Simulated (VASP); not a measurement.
# AlN (Fm-3m) in VASP: a series of runs

AlN is run at these levels: PBE0; tasks: single point.

Everything below comes from runs of VASP 6.6.1. Logs are shortened: lines on timing, memory, paths and dates and some standing lists are left out, and cuts for length are marked.

### Step 1. The cell of the first run

Symmetry: Fm-3m, No. 225, cubic system. Conventional cell: a = 4.014 Å, b = 4.014 Å, c = 4.014 Å, α = 90.00°, β = 90.00°, γ = 90.00°. Within 2.7 Å of Al (site symmetry m-3m) lie 6 N at 2.01 Å. Within 2.7 Å of N (site symmetry m-3m) lie 6 Al at 2.01 Å.

### Step 2. Single point, PBE0

POSCAR

```
AlN
1.0
    0.0000000000      2.0070211428      2.0070211428
    2.0070211428      0.0000000000      2.0070211428
    2.0070211428      2.0070211428      0.0000000000
Al N
1 1
Direct
    0.5000000000      0.5000000000      0.5000000000
    0.0000000000      0.0000000000      0.0000000000
```

INCAR.step1

```
SYSTEM = AlN
  ALGO = Normal
  EDIFF = 1E-5
  ENCUT = 520
  GGA = PE
  ISIF = 2
  ISMEAR = -1
  LASPH = .TRUE.
  LCHARG = .FALSE.
  LREAL = .FALSE.
  LWAVE = .TRUE.
  NBANDS = 11
  NELM = 100
  PREC = Accurate
  SIGMA = 0.05
```

INCAR.step2

```
SYSTEM = AlN
  AEXX = 0.25
  ALGO = Normal
  EDIFF = 1E-6
  ENCUT = 520
  GGA = PE
  ISIF = 2
  ISMEAR = -1
  ISTART = 1
  LASPH = .TRUE.
  LCHARG = .FALSE.
  LHFCALC = .TRUE.
  LREAL = .FALSE.
  LWAVE = .FALSE.
  NBANDS = 11
  NELM = 100
  PREC = Accurate
  PRECFOCK = Normal
  SIGMA = 0.05
```

KPOINTS

```
k-points
0
G
  6 6 6
  0 0 0
```

Potentials or basis: VASP PAW PBE potentials, release 64 (Al, N).

Launch:

```console
$ cat potpaw_PBE.64/Al/POTCAR potpaw_PBE.64/N/POTCAR > POTCAR
$ cp INCAR.step1 INCAR
$ mpirun -np 1 vasp_std > vasp.out
$ cp INCAR.step2 INCAR
$ mpirun -np 1 vasp_std > vasp.out
```

OUTCAR:

```text
SYSTEM = AlN
   AEXX = 0.25
   EDIFF = 1E-6
   ENCUT = 520
   GGA = PE
   ISIF = 2
   ISMEAR = -1
   ISTART = 1
   LASPH = .TRUE.
   LHFCALC = .TRUE.
   LREAL = .FALSE.
   NELM = 100
   PREC = Accurate
   PRECFOCK = Normal

 ion  position               nearest neighbor table
   1  0.500  0.500  0.500-   2 2.01   2 2.01   2 2.01   2 2.01   2 2.01   2 2.01
   2  0.000  0.000  0.000-   1 2.01   1 2.01   1 2.01   1 2.01   1 2.01   1 2.01

  LATTYP: Found a face centered cubic cell.
 ALAT       =     4.0140422856

  Lattice vectors:

 A1 = (   0.0000000000,   2.0070211428,   2.0070211428)
 A2 = (   2.0070211428,   0.0000000000,   2.0070211428)
 A3 = (   2.0070211428,   2.0070211428,   0.0000000000)

Analysis of symmetry for initial positions (statically):
=====================================================================
 Subroutine PRICEL returns:
 Original cell was already a primitive cell.

 Routine SETGRP: Setting up the symmetry group for a
 face centered cubic supercell.

 Subroutine GETGRP returns: Found 48 space group operations
 (whereof 48 operations were pure point group operations)
 out of a pool of 48 trial point group operations.

The static configuration has the point symmetry O_h .

Analysis of symmetry for dynamics (positions and initial velocities):
=====================================================================
 Subroutine PRICEL returns:
 Original cell was already a primitive cell.

 Routine SETGRP: Setting up the symmetry group for a
 face centered cubic supercell.

 Subroutine GETGRP returns: Found 48 space group operations
 (whereof 48 operations were pure point group operations)
 out of a pool of 48 trial point group operations.

The dynamic configuration has the point symmetry O_h .

 Subroutine INISYM returns: Found 48 space group operations
 (whereof 48 operations are pure point group operations),
 and found     1 'primitive' translations

----------------------------------------------------------------------------------------

                                     Primitive cell

  volume of cell :      16.1691

  direct lattice vectors                    reciprocal lattice vectors
     0.000000000  2.007021143  2.007021143    -0.249125427  0.249125427  0.249125427
     2.007021143  0.000000000  2.007021143     0.249125427 -0.249125427  0.249125427
     2.007021143  2.007021143  0.000000000     0.249125427  0.249125427 -0.249125427

  length of vectors
     2.838356520  2.838356520  2.838356520     0.431497898  0.431497898  0.431497898

  position of ions in fractional coordinates (direct lattice)
     0.500000000  0.500000000  0.500000000
     0.000000000  0.000000000  0.000000000

  ion indices of the primitive-cell ions
   primitive index   ion index
                 1           1
                 2           2

----------------------------------------------------------------------------------------

 KPOINTS: k-points

Automatic generation of k-mesh.
 Grid dimensions read from file:
 generate k-points for:    6    6    6

 Generating k-lattice:

  Cartesian coordinates                     Fractional coordinates (reciprocal lattice)
    -0.041520905  0.041520905  0.041520905     0.166666667  0.000000000  0.000000000
     0.041520905 -0.041520905  0.041520905     0.000000000  0.166666667  0.000000000
     0.041520905  0.041520905 -0.041520905     0.000000000  0.000000000  0.166666667

  Length of vectors
     0.071916316  0.071916316  0.071916316

  Shift w.r.t. Gamma in fractional coordinates (k-lattice)
     0.000000000  0.000000000  0.000000000

 Subroutine IBZKPT returns following result:
 ===========================================

 Found     16 irreducible k-points:

 Following reciprocal coordinates:
            Coordinates               Weight
  0.000000  0.000000  0.000000      1.000000
  0.166667  0.000000  0.000000      8.000000
  0.333333  0.000000  0.000000      8.000000
  0.500000  0.000000  0.000000      4.000000
  0.166667  0.166667  0.000000      6.000000
  0.333333  0.166667  0.000000     24.000000
[... 8 lines left out ...]
 -0.333333  0.333333  0.166667     24.000000
 -0.333333  0.500000  0.166667     12.000000
   k-points           NKPTS =     16   k-points in BZ     NKDIM =    216   number of bands    NBANDS=     11
   number of dos      NEDOS =    301   number of ions     NIONS =      2
   total plane-waves  NPLWV =  13824
   dimension x,y,z NGX =    24 NGY =   24 NGZ =   24
   dimension x,y,z NGXF=    48 NGYF=   48 NGZF=   48
   ions per type =               1   1
   NGX,Y,Z   is equivalent  to a cutoff of  14.06, 14.06, 14.06 a.u.
   NGXF,Y,Z  is equivalent  to a cutoff of  28.11, 28.11, 28.11 a.u.
 SYSTEM =  AlN
   PREC   = accura    normal or accurate (medium, high low for compatibility)
   ISTART =      1    job   : 0-new  1-cont  2-samecut
   ICHARG =      0    charge: 1-file 2-atom 10-const
   ISPIN  =      1    spin polarized calculation?
   LNONCOLLINEAR =      F non collinear calculations
   LSORBIT =      F    spin-orbit coupling
   LASPH  =      T    aspherical Exc in radial PAW
   ENCUT  =  520.0 eV  38.22 Ry    6.18 a.u.   5.28  5.28  5.28*2*pi/ulx,y,z
   NELM   =    100;   NELMIN=  2; NELMDL=  0     # of ELM steps
   EDIFF  = 0.1E-05   stopping-criterion for ELM
   LREAL  =      F    real-space projection
   EDIFFG = 0.1E-04   stopping-criterion for IOM
   NSW    =      0    number of steps for IOM
   IBRION =     -1    ionic relax: 0-MD 1-quasi-New 2-CG
   NFREE  =      0    steps in history (QN), initial steepest desc. (CG)
   ISIF   =      2    stress and relaxation
   ISYM   =      3    0-nonsym 1-usesym 2-fastsym
   POTIM  = 0.5000    time-step for ionic-motion
   TEBEG  =    0.0;   TEEND  =   0.0 temperature during run
   PSTRESS=    0.0 pullay stress
   NELECT =       8.0000    total number of electrons
   NUPDOWN=      -1.0000    fix difference up-down
   EMIN   =  10.00;   EMAX   =-10.00  energy-range for DOS
   EFERMI =   0.00;   METHOD = LEGACY
   ISMEAR =    -1;   SIGMA  =   0.05  broadening in eV -4-tet -1-fermi 0-gaus
   EFERMI_NEDOS =   21; number of points for ismear=-14 and -15
   IALGO  =     38    algorithm
   IMIX   =      1    mixing-type and parameters
     AMIX     =   0.40;   BMIX     =  1.00
     AMIX_MAG =   1.60;   BMIX_MAG =  1.00
  volume/ion in A,a.u.               =       8.08        54.56
  Fermi-wavevector in a.u.,A,eV,Ry     =   1.294820  2.446856 22.810983  1.676560
  Thomas-Fermi vector in A             =   2.426379
   LORBIT       =      0    0 simple, 1 ext, 2 COOP (PROOUT), +10 PAW based schemes
   GGA     = PE    functional components
   LHFCALC =     T    Hartree Fock is set to
   PRECFOCK=normal    Normal, Fast or Accurate (Low or Medium for compatibility)
   ENCUT4O =  -1.0   cutoff for four orbital integrals eV
   NKREDX  =     1    reduce k-point grid by
   NKREDY  =     1    reduce k-point grid by
   NKREDZ  =     1    reduce k-point grid by
   AEXX    =    0.2500 exact exchange contribution
   HFSCREEN=    0.0000 screening length (either q_TF or 0.3 A-1)
   HFSCREENC=   0.0000 screening length for correlation (either q_TF or 0.3 A-1)
   ENCUTFOCK=  -1.0 apply spherical cutoff to Coloumb kernel
   IVDW    =     0    specifies the selected vdW correction
   LEPSILON=     F    determine dielectric tensor
   LRPA    =     F    only Hartree local field effects (RPA)
 non-spin polarized calculation
  energy-cutoff  :      520.00
  volume of cell :       16.17
 maximum number of plane-waves:       444
 NGX is ok and might be reduce to    24
  NGX = 16; NGY = 16; NGZ = 16

 number of electron       7.9999999 magnetization

 Free energy of the ion-electron system (eV)
  ---------------------------------------------------
  ext. energy  EPLUGINS =         0.00000000
  ---------------------------------------------------
  free energy    TOTEN  =       -18.05647306 eV

  energy without entropy =      -18.05647306  energy(sigma->0) =      -18.05647306

 E-fermi :  10.0110     XC(G=0):  -9.7281

 val. band max:        8.9901989622   @ k =   0.0000   0.0000   0.0000
 cond. band min:      15.9703543580   @ k =   0.5000   0.5000   0.0000
 fundamental gap:      6.9801553958
 Fermi energy:        10.0110246608

 k-point     1 :       0.0000    0.0000    0.0000
  band No.  band energies     occupation
      1     -10.4689      2.00000
      2       8.9902      2.00000
      3       8.9902      2.00000
      4       8.9902      2.00000
      5      17.3075      0.00000
      6      23.6621      0.00000
      7      23.6621      0.00000
      8      23.6621      0.00000
      9      28.8940      0.00000
     10      29.6766      0.00000
     11      29.6766      0.00000

 k-point     2 :       0.1667    0.0000    0.0000
  band No.  band energies     occupation
      1      -9.8519      2.00000
      2       6.3844      2.00000
      3       8.6445      2.00000
      4       8.6445      2.00000
      5      18.4612      0.00000
      6      22.2959      0.00000
      7      24.2858      0.00000
      8      24.2858      0.00000
      9      27.4162      0.00000
     10      27.4162      0.00000
     11      29.9982      0.00000

 k-point     3 :       0.3333    0.0000    0.0000
  band No.  band energies     occupation
      1      -8.2062      2.00000
      2       2.1265      2.00000
      3       8.0468      2.00000
      4       8.0468      2.00000
      5      17.8989      0.00000
      6      23.2451      0.00000
      7      23.2451      0.00000
      8      24.2258      0.00000
      9      28.5754      0.00000
     10      29.8181      0.00000
     11      29.8181      0.00000

 k-point     4 :       0.5000    0.0000    0.0000
  band No.  band energies     occupation
      1      -6.8950      2.00000
      2      -0.1946      2.00000
      3       7.7839      2.00000
      4       7.7839      2.00000
      5      17.4459      0.00000
      6      22.5624      0.00000
      7      22.5624      0.00000
      8      25.6624      0.00000
      9      28.0459      0.00000
     10      32.9258      0.00000
     11      32.9258      0.00000

 k-point     5 :       0.1667    0.1667    0.0000
  band No.  band energies     occupation
      1      -9.6500      2.00000
      2       6.6702      2.00000
      3       7.9903      2.00000
      4       7.9903      2.00000
      5      19.3038      0.00000
      6      20.3927      0.00000
      7      24.0317      0.00000
      8      25.4022      0.00000
      9      25.4022      0.00000
     10      30.6199      0.00000
     11      32.7837      0.00000
[... 99 lines left out ...]
 k-point    13 :       0.5000    0.5000    0.0000
  band No.  band energies     occupation
      1      -5.8074      2.00000
      2       0.7849      2.00000
      3       5.8708      2.00000
      4       5.8708      2.00000
      5      15.9704      0.00000
      6      16.3392      0.00000
      7      26.3098      0.00000
      8      29.6365      0.00000
      9      29.6365      0.00000
     10      35.4412      0.00000
     11      38.7977      0.00000

 k-point    14 :       0.5000    0.3333    0.1667
  band No.  band energies     occupation
      1      -6.9776      2.00000
      2       2.3639      2.00000
      3       4.7055      2.00000
      4       6.6578      2.00000
      5      19.8855      0.00000
      6      20.3216      0.00000
      7      21.9633      0.00000
      8      26.1282      0.00000
      9      28.8857      0.00000
     10      32.8175      0.00000
     11      36.1344      0.00000

 k-point    15 :      -0.3333    0.3333    0.1667
  band No.  band energies     occupation
      1      -6.0169      2.00000
      2       1.4802      2.00000
      3       3.7481      2.00000
      4       6.0250      2.00000
      5      19.7296      0.00000
      6      20.9189      0.00000
      7      23.4450      0.00000
      8      25.0405      0.00000
      9      30.1203      0.00000
     10      31.4755      0.00000
     11      37.1632      0.00000

 k-point    16 :      -0.3333    0.5000    0.1667
  band No.  band energies     occupation
      1      -5.6800      2.00000
      2       1.6380      2.00000
      3       3.9674      2.00000
      4       4.9823      2.00000
      5      18.4706      0.00000
      6      19.6471      0.00000
      7      24.6203      0.00000
      8      25.6487      0.00000
      9      30.3846      0.00000
     10      33.8630      0.00000
     11      37.3978      0.00000

------------------------ aborting loop because EDIFF is reached ----------------------------------------

  FORCE on cell =-STRESS in cart. coord.  units (eV):
  Direction    XX          YY          ZZ          XY          YZ          ZX
  --------------------------------------------------------------------------------------
  -------------------------------------------------------------------------------------
  Total        0.3619044      0.3619044      0.3619044      0.0000000      0.0000000     -0.0000000
  in kB       35.8606882     35.8606882     35.8606882      0.0000000      0.0000000     -0.0000000
  external PRESSURE =      35.8606882 kB  Pullay stress =       0.0000000 kB

 VOLUME and BASIS-vectors are now :
 -----------------------------------------------------------------------------
  energy-cutoff  :      520.00
  volume of cell :       16.17
      direct lattice vectors                 reciprocal lattice vectors
     0.000000000  2.007021143  2.007021143    -0.249125427  0.249125427  0.249125427
     2.007021143  0.000000000  2.007021143     0.249125427 -0.249125427  0.249125427
     2.007021143  2.007021143  0.000000000     0.249125427  0.249125427 -0.249125427

 POSITION                                       TOTAL-FORCE (eV/Angst)
 -----------------------------------------------------------------------------------
      2.00702      2.00702      2.00702         0.000000      0.000000     -0.000000
      0.00000      0.00000      0.00000        -0.000000     -0.000000      0.000000
 -----------------------------------------------------------------------------------
    total drift:                                0.000000      0.000000      0.000000

  FREE ENERGIE OF THE ION-ELECTRON SYSTEM (eV)
  ---------------------------------------------------
  free  energy   TOTEN  =       -18.0564730622 eV

  energy  without entropy=      -18.0564730622  energy(sigma->0) =      -18.05647306
```

Run time: 2.5 min. Hardware: 1 thread of Intel Xeon 6975P-C, shared host; peak memory 0.14 GiB.

What came out:

* Free energy: -18.0565 eV
* Pressure: 3.6 GPa
* Band gap on the k mesh: 6.98 eV, indirect (least direct gap 8.32 eV)

Levels at points of the mesh, in eV from the valence-band top:
```
           k point  band 1  band 2  band 3  band 4  band 5  band 6  band 7  band 8
(0.00, 0.00, 0.00)  -19.46    0.00    0.00    0.00    8.32   14.67   14.67   14.67
(0.50, 0.00, 0.00)  -15.89   -9.18   -1.21   -1.21    8.46   13.57   13.57   16.67
(0.50, 0.50, 0.00)  -14.80   -8.21   -3.12   -3.12    6.98    7.35   17.32   20.65
```

Caveat: the k points lie up to 0.45 Å⁻¹ apart; the PAW data sets were made with another functional, which shifts forces and pressure a little. A k mesh can miss the band edges.

### Step 3. Single point, PBE0

This run uses another cell than the first one, of 8.25 Å³/atom, 1.021 times its volume.

POSCAR

```
AlN
1.0
    0.0000000000      2.0208631053      2.0208631053
    2.0208631053      0.0000000000      2.0208631053
    2.0208631053      2.0208631053      0.0000000000
Al N
1 1
Direct
    0.5000000000      0.5000000000      0.5000000000
    0.0000000000      0.0000000000      0.0000000000
```

INCAR.step1

```
ALGO = Normal ; EDIFF = 1E-5
ENCUT = 520 ; GGA = PE
ISIF = 2 ; ISMEAR = -1
LASPH = True ; LCHARG = False
LREAL = False ; LWAVE = True
NBANDS = 11 ; NELM = 100
PREC = Accurate ; SIGMA = 0.05
```

INCAR.step2

```
AEXX = 0.25 ; ALGO = Normal
EDIFF = 1E-6 ; ENCUT = 520
GGA = PE ; ISIF = 2
ISMEAR = -1 ; ISTART = 1
LASPH = True ; LCHARG = False
LHFCALC = True ; LREAL = False
LWAVE = False ; NBANDS = 11
NELM = 100 ; PREC = Accurate
PRECFOCK = Normal ; SIGMA = 0.05
```

KPOINTS

```
k-points
0
Gamma
  6 6 6
```

Potentials or basis: VASP PAW PBE potentials, release 64 (Al, N).

Launch:

```console
$ cat potpaw_PBE.64/Al/POTCAR potpaw_PBE.64/N/POTCAR > POTCAR
$ cp INCAR.step1 INCAR
$ mpirun -np 1 vasp_std > vasp.out
$ cp INCAR.step2 INCAR
$ mpirun -np 1 vasp_std > vasp.out
```

Wall time 2.1 min (1 thread of Intel Xeon 6975P-C, shared host); peak memory 0.14 GiB.

The run converged. Its results:

```
Free energy            : -18.0580 eV
Pressure               : -2.3 GPa
Band gap on the k mesh : 6.76 eV, indirect (least direct gap 7.99 eV)
```

Levels at points of the mesh, in eV from the valence-band top:
```
           k point  band 1  band 2  band 3  band 4  band 5  band 6  band 7  band 8  band 9
(0.00, 0.00, 0.00)  -19.26    0.00    0.00    0.00    7.99   14.59   14.59   14.59   19.76
(0.50, 0.00, 0.00)  -15.78   -9.04   -1.16   -1.16    8.31   13.39   13.39   16.34   18.81
(0.50, 0.50, 0.00)  -14.72   -8.06   -3.06   -3.06    6.76    7.37   17.05   20.30   20.30
```

Caveat: the k points lie up to 0.45 Å⁻¹ apart; the PAW data sets were made with another functional, which shifts forces and pressure a little. A k mesh can miss the band edges.
